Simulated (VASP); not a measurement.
The system is AlN.

```
Al N
1.0
     0.00000    2.03452    2.03452
     2.03452    0.00000    2.03452
     2.03452    2.03452    0.00000
Al N
1 1
Cartesian
  2.0345 2.0345 2.0345
  0.0000 0.0000 0.0000
```

- Program: VASP 6.6.1
- Task: relaxation of cell and atoms
- Functional: PBEsol
- Potentials or basis: VASP PAW PBE potentials, release 64 (Al, N)
- Cutoff: 600 eV
- k mesh: 11 × 11 × 11
- Occupations: fermi-dirac, width 0.05 eV
- Spin: no spin polarisation

At the start: pressure -4.7 GPa; volume 8.42 Å³/atom.

Q: How do energy, volume and symmetry change on relaxing?

A: Over 3 steps the energy falls by 2.3 meV/atom and the volume is 8.27 Å³/atom (-1.8 %); space group Fm-3m (No. 225, to 0.05 Å).

Step by step:
```csv
step,energy change (eV),largest force (eV/Å),pressure (GPa),volume (Å³)
1,0.0000,0.0000,-4.74,16.84
2,-0.0004,0.0000,4.84,16.24
3,-0.0047,0.0000,-0.02,16.53
```

Final structure:
```yaml
crystal:
  lattice:
    - [0.00000, 2.02196, 2.02196]
    - [2.02196, 0.00000, 2.02196]
    - [2.02196, 2.02196, 0.00000]
  atoms:
    - { symbol: Al, position: [0.50000, 0.50000, 0.50000] }
    - { symbol: N, position: [0.00000, 0.00000, 0.00000] }
```

Caveat: the PAW data sets were made with another functional, which shifts forces and pressure a little.
